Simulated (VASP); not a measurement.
# CO2 (P-3m1) in VASP: a series of runs

Runs on CO2. Level: PBE. Tasks: relaxation of cell and atoms.

All numbers are computed with VASP 6.6.1; they aren't measurements. Logs are shortened: lines on timing, memory, paths and dates and some standing lists are left out, and cuts for length are marked.

## Step 1: The cell of the first run

It takes space group P-3m1 (No. 164, trigonal). The conventional cell has a = 2.690 Å, b = 2.690 Å, c = 4.304 Å, α = 90.00°, β = 90.00°, γ = 120.00°. C (site symmetry -3m) has 6 O at 1.89 Å within 2.5 Å. Within 2.5 Å of O (site symmetry 3m) lie 3 C at 1.89 Å.

## Step 2: Relaxation of cell and atoms, PBE

The input, INCAR:

```
PREC = Accurate ; ENCUT = 600
EDIFF = 1E-7 ; ISMEAR = 1
SIGMA = 0.01 ; LREAL = False
LASPH = True ; NELM = 80
ALGO = Normal ; ISIF = 3
LWAVE = False ; LCHARG = False
GGA = PE ; IBRION = 2
NSW = 60 ; EDIFFG = -0.02
```

The input, KPOINTS:

```
Automatic mesh
0
Gamma
  9 9 5
```

The input, POSCAR:

```
CO2
1.0
    2.6900000000      0.0000000000      0.0000000000
   -1.3450000000      2.3296083362      0.0000000000
    0.0000000000      0.0000000000      4.3040000000
C O
1 2
Direct
    0.0000000000      0.0000000000      0.0000000000
    0.3333333333      0.6666666667      0.2500000000
    0.6666666667      0.3333333333      0.7500000000
```

Potentials or basis: VASP PAW PBE potentials, release 64 (C, O).

The run is started by

```bash
cat potpaw_PBE.64/C/POTCAR potpaw_PBE.64/O/POTCAR > POTCAR
mpirun -np 1 vasp_std > vasp.out
```

OUTCAR:

```text
PREC = Accurate
   ENCUT = 600
   EDIFF = 1E-7
   ISMEAR = 1
   LREAL = False
   LASPH = True
   NELM = 80
   ISIF = 3
   GGA = PE
   IBRION = 2
   NSW = 60
   EDIFFG = -0.02

 ion  position               nearest neighbor table
   1  0.000  0.000  0.000-   2 1.89   3 1.89   3 1.89   2 1.89   3 1.89   2 1.89
   2  0.333  0.667  0.250-   1 1.89   1 1.89   1 1.89
   3  0.667  0.333  0.750-   1 1.89   1 1.89   1 1.89

  LATTYP: Found a hexagonal cell.
 ALAT       =     2.6900000000
 C/A-ratio  =     1.6000000000

  Lattice vectors:

 A1 = (   2.6900000000,   0.0000000000,   0.0000000000)
 A2 = (  -1.3450000000,   2.3296083362,   0.0000000000)
 A3 = (   0.0000000000,   0.0000000000,   4.3040000000)

Analysis of symmetry for initial positions (statically):
=====================================================================
 Subroutine PRICEL returns:
 Original cell was already a primitive cell.

 Routine SETGRP: Setting up the symmetry group for a
 hexagonal supercell.

 Subroutine GETGRP returns: Found 12 space group operations
 (whereof 12 operations were pure point group operations)
 out of a pool of 24 trial point group operations.

The static configuration has the point symmetry D_3d.

Analysis of symmetry for dynamics (positions and initial velocities):
=====================================================================
 Subroutine PRICEL returns:
 Original cell was already a primitive cell.

 Routine SETGRP: Setting up the symmetry group for a
 hexagonal supercell.

 Subroutine GETGRP returns: Found 12 space group operations
 (whereof 12 operations were pure point group operations)
 out of a pool of 24 trial point group operations.

The dynamic configuration has the point symmetry D_3d.

 Subroutine INISYM returns: Found 12 space group operations
 (whereof 12 operations are pure point group operations),
 and found     1 'primitive' translations

----------------------------------------------------------------------------------------

                                     Primitive cell

  volume of cell :      26.9716

  direct lattice vectors                    reciprocal lattice vectors
     2.690000000  0.000000000  0.000000000     0.371747212  0.214628353  0.000000000
    -1.345000000  2.329608336  0.000000000     0.000000000  0.429256706  0.000000000
     0.000000000  0.000000000  4.304000000     0.000000000  0.000000000  0.232342007

  length of vectors
     2.690000000  2.690000000  4.304000000     0.429256706  0.429256706  0.232342007

  position of ions in fractional coordinates (direct lattice)
     0.000000000  0.000000000  0.000000000
     0.333333333  0.666666667  0.250000000
     0.666666667  0.333333333  0.750000000

[... 84 lines left out ...]
   ISYM   =      2    0-nonsym 1-usesym 2-fastsym
   POTIM  = 0.5000    time-step for ionic-motion
   TEBEG  =    0.0;   TEEND  =   0.0 temperature during run
   PSTRESS=    0.0 pullay stress
   NELECT =      16.0000    total number of electrons
   NUPDOWN=      -1.0000    fix difference up-down
   EMIN   =  10.00;   EMAX   =-10.00  energy-range for DOS
   EFERMI =   0.00;   METHOD = LEGACY
   ISMEAR =     1;   SIGMA  =   0.01  broadening in eV -4-tet -1-fermi 0-gaus
   EFERMI_NEDOS =   21; number of points for ismear=-14 and -15
   IALGO  =     38    algorithm
   IMIX   =      4    mixing-type and parameters
     AMIX     =   0.40;   BMIX     =  1.00
     AMIX_MAG =   1.60;   BMIX_MAG =  1.00
  volume/ion in A,a.u.               =       8.99        60.67
  Fermi-wavevector in a.u.,A,eV,Ry     =   1.375558  2.599428 25.744409  1.892161
  Thomas-Fermi vector in A             =   2.500883
   LORBIT       =      0    0 simple, 1 ext, 2 COOP (PROOUT), +10 PAW based schemes
   GGA     = PE    functional components
   LHFCALC =     F    Hartree Fock is set to
   AEXX    =    0.0000 exact exchange contribution
   IVDW    =     0    specifies the selected vdW correction
   LEPSILON=     F    determine dielectric tensor
   LRPA    =     F    only Hartree local field effects (RPA)
 conjugate gradient relaxation of ions
 non-spin polarized calculation
 Methfessel and Paxton  Order N= 1 SIGMA  =   0.01
  energy-cutoff  :      600.00
  volume of cell :       26.97
 maximum number of plane-waves:       929
 NGX is ok and might be reduce to    24
   NGX = 11   NGY = 11   NGZ = 17

--------------------------------------- Ionic step        1  -------------------------------------------

 number of electron      16.0000001 magnetization

 Free energy of the ion-electron system (eV)
  ---------------------------------------------------
  ext. energy  EPLUGINS =         0.00000000
  ---------------------------------------------------
  free energy    TOTEN  =       -15.42180090 eV

  energy without entropy =      -15.42180090  energy(sigma->0) =      -15.42180090

 E-fermi :   1.5652     XC(G=0): -11.0221

 val. band max:        1.4890553875   @ k =   0.1111   0.1111   0.0000
 cond. band min:       2.5225322272   @ k =   0.0000   0.0000   0.0000
 fundamental gap:      1.0334768398
 Fermi energy:         1.5651701558

 k-point     1 :       0.0000    0.0000    0.0000
  band No.  band energies     occupation
      1     -18.4014      2.00000
      2     -15.5129      2.00000
      3      -6.3782      2.00000
      4       0.3699      2.00000
      5       0.3699      2.00000
      6       0.9404      2.00000
      7       0.9404      2.00000
      8       1.2919      2.00000
      9       2.5225      0.00000
     10       5.2368      0.00000
     11       6.1629      0.00000
     12       6.1629      0.00000
[... 449 lines left out ...]
  FREE ENERGIE OF THE ION-ELECTRON SYSTEM (eV)
  ---------------------------------------------------
  free  energy   TOTEN  =       -17.5297580283 eV

  energy  without entropy=      -17.5297594599  energy(sigma->0) =      -17.52975851

[... ionic steps 4 to 26 ...]

--------------------------------------- Ionic step       27  -------------------------------------------

 number of electron      15.9999997 magnetization

------------------------ aborting loop because EDIFF is reached ----------------------------------------
[... 69 lines left out ...]
--------------------------------------- Ionic step       29  -------------------------------------------

 number of electron      15.9999999 magnetization

 Free energy of the ion-electron system (eV)
  ---------------------------------------------------
  ext. energy  EPLUGINS =         0.00000000
  ---------------------------------------------------
  free energy    TOTEN  =       -17.86661986 eV

  energy without entropy =      -17.86662845  energy(sigma->0) =      -17.86662272

 E-fermi :   2.1059     XC(G=0): -10.8419

 val. band max:        2.0975256927   @ k =   0.2222   0.2222   0.0000
 cond. band min:       6.6928705404   @ k =   0.4444   0.0000   0.2000
 fundamental gap:      4.5953448477
 Fermi energy:         2.1059445149

 k-point     1 :       0.0000    0.0000    0.0000
  band No.  band energies     occupation
      1     -22.2210      2.00000
      2     -16.8653      2.00000
      3      -4.7660      2.00000
      4       0.3754      2.00000
      5       0.3754      2.00000
      6       1.3578      2.00000
      7       1.5837      2.00000
      8       1.5837      2.00000
      9       7.9308      0.00000
     10       8.1546      0.00000
     11       9.1548      0.00000
     12       9.1548      0.00000
[... 375 lines left out ...]
  FREE ENERGIE OF THE ION-ELECTRON SYSTEM (eV)
  ---------------------------------------------------
  free  energy   TOTEN  =       -17.8666198618 eV

  energy  without entropy=      -17.8666284513  energy(sigma->0) =      -17.86662272

 reached required accuracy - stopping structural energy minimisation
```

CONTCAR:

```text
CO2
   1.00000000000000
     2.3725337618528690   -0.0000000000000000    0.0000000000000000
    -1.1862668809264345    2.0546745091137608    0.0000000000000000
    -0.0000000000000000    0.0000000000000000    4.9397676068342591
  C               O
     1     2
Direct
     1.0000000000000000    0.0000000000000000    0.0000000000000000
     0.3333333332999970    0.6666666667000030    0.1781290570893506
     0.6666666667000030    0.3333333332999970    0.8218709429106492

  0.00000000E+00  0.00000000E+00  0.00000000E+00
  0.00000000E+00  0.00000000E+00  0.00000000E+00
  0.00000000E+00  0.00000000E+00  0.00000000E+00
```

It took 2.6 min on 1 thread of Intel Xeon Platinum 8488C (Sapphire Rapids), shared host; peak memory 0.16 GiB.

Results:

* Free energy: -17.8666 eV
* Relaxed volume: 8.03 Å³/atom
* Relaxed cell: a = 2.373 Å, b = 2.373 Å, c = 4.940 Å, α = 90.00°, β = 90.00°, γ = 120.00°
* Space group after relaxing (to 0.1 Å): P-3m1 (No. 164)
* Energy gained by relaxing: 814.9 meV/atom
* Ionic steps: 29
* Pressure after relaxing: -0.1 GPa
* Largest force after relaxing: 0.009 eV/Å
* Band gap on the k mesh: 4.60 eV (least direct gap 5.02 eV)

Forces on the atoms (eV/Å):
```
C    0.000  0.000  0.000
O    0.000  0.000  0.009
O    0.000  0.000 -0.009
```

Step by step:
```csv
step,energy change (eV),largest force (eV/Å),pressure (GPa),volume (Å³)
1,0.0000,4.4328,-46.35,26.97
2,-1.4863,5.2436,54.53,18.04
3,-2.1080,0.0848,-6.87,20.50
4,-2.1121,0.3315,-4.21,20.34
5,-2.2517,0.6857,14.45,19.31
6,-2.2679,0.4249,9.38,19.55
7,-2.3310,0.6963,2.62,20.37
8,-2.3680,1.2815,-8.13,22.27
9,-2.3937,0.9756,-6.81,22.51
10,-2.4261,0.3642,-3.97,22.96
11,-2.4144,1.0308,2.82,23.85
12,-2.4340,0.2230,-1.16,23.32
13,-2.4386,0.1625,-0.31,23.36
14,-2.4422,0.0112,1.91,23.45
15,-2.4424,0.0385,1.51,23.43
16,-2.4430,0.0568,0.66,23.54
17,-2.4431,0.1125,0.17,23.60
18,-2.4435,0.0788,-0.19,23.68
19,-2.4436,0.0446,-0.55,23.77
20,-2.4439,0.0153,-0.04,23.77
21,-2.4439,0.0503,0.27,23.77
22,-2.4442,0.0247,0.40,23.79
23,-2.4443,0.0140,0.61,23.82
24,-2.4445,0.0393,0.27,23.88
25,-2.4445,0.0905,-0.39,24.01
26,-2.4445,0.0758,-0.21,23.97
27,-2.4447,0.0510,-0.23,24.01
28,-2.4448,0.0011,-0.27,24.08
29,-2.4448,0.0085,-0.10,24.08
```

Final structure:
```cif
data_structure
_symmetry_space_group_name_H-M 'P 1'
_symmetry_Int_Tables_number 1
_cell_length_a 2.3725
_cell_length_b 2.3725
_cell_length_c 4.9398
_cell_angle_alpha 90.000
_cell_angle_beta 90.000
_cell_angle_gamma 120.000
_cell_volume 24.08
loop_
_atom_site_label
_atom_site_type_symbol
_atom_site_fract_x
_atom_site_fract_y
_atom_site_fract_z
_atom_site_occupancy
C1 C 0.00000 0.00000 0.00000 1
O1 O 0.33333 0.66667 0.17813 1
O2 O 0.66667 0.33333 0.82187 1
```

Levels at points of the mesh, in eV from the valence-band top:
| k point | band 5 | band 6 | band 7 | band 8 | band 9 | band 10 | band 11 | band 12 |
| --- | --- | --- | --- | --- | --- | --- | --- | --- |
| (0.00, 0.00, 0.00) | -1.72 | -0.74 | -0.51 | -0.51 | 5.83 | 6.06 | 7.06 | 7.06 |

Caveat: this functional lacks dispersion, which binds layers or chains, so the pressure and a relaxed spacing across them are unreliable. A k mesh can miss the band edges.

(Continued in part 2 of 2.)
